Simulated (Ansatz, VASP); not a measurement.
**Cr: VASP beside Ansatz**

```
Cr
1.0
     0.00000    2.69995    2.69995
     2.69995    0.00000    2.69995
     2.69995    2.69995    0.00000
Cr
2
Direct
  0.12500 0.12500 0.12500
  0.87500 0.87500 0.87500
```

Alike in both runs: task single point; functional revPBE; k mesh 11 × 11 × 11; occupations fermi-dirac, width 0.05 eV; collinear spin.

|  | VASP | Ansatz |
| --- | --- | --- |
| version | VASP 6.6.1 | Ansatz 0.2.0 |
| potentials or method | VASP PAW PBE potentials, release 64 (Cr_pv), cutoff 520 eV | plane waves (420 eV) with PAW, scalar-relativistic |
| valence electrons in the cell | 24 | 28 |

```tsv
	VASP	Ansatz	Ansatz less VASP
pressure (GPa)	2.9	2.6	-0.22
net moment per atom (μB)	0.00	0.00	0.000
size of the moment on the site where the two differ most (μB)	2.92	2.67	-0.248
```

VASP's potentials were made for PBE, not for revPBE. Site moments also hang on the region over which each program counts them. VASP's potentials hold 24 valence electrons a cell and Ansatz's 28, so a difference there can come from the potentials and not from the codes.
